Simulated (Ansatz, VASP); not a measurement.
## One calculation of Be2Al5, two programs

```
CELL_PARAMETERS angstrom
6.54193 0.00000 0.00000
0.00000 6.54193 0.00000
0.00000 0.00000 2.60790
ATOMIC_POSITIONS crystal
Be 0.50000 0.00000 0.00000
Be 0.00000 0.50000 0.00000
Al 0.79050 0.79050 0.50000
Al 0.20950 0.20950 0.50000
Al 0.20950 0.79050 0.50000
Al 0.79050 0.20950 0.50000
Al 0.50000 0.50000 0.50000
```

Alike in both runs: functional PBE; k mesh 4 × 4 × 4; occupations gaussian, width 0.1 eV; no spin polarisation.

Ansatz relaxed the structure, and its values are those at the end. VASP's run is a single point on that final structure, the one shown.

|  | VASP | Ansatz |
| --- | --- | --- |
| version | VASP 6.6.1 | Ansatz 0.2.0 |
| potentials or method | VASP PAW PBE potentials, release 64 (Be, Al), cutoff 520 eV | scalar-relativistic, plane waves, PAW |
| valence electrons in the cell | 19 | 19 |

|  | VASP | Ansatz | Ansatz less VASP |
| --- | --- | --- | --- |
| gap on the k mesh at the Fermi level (eV) | none | none | - |
| pressure (GPa) | -0.1 | -0.1 | 0.00 |

A gap of «none» marks a metal or a gap that the smearing closes. With one functional, cell and mesh, what is left measures potentials, basis and numerics.

The k mesh is coarse, so the values compare programs but aren't converged.
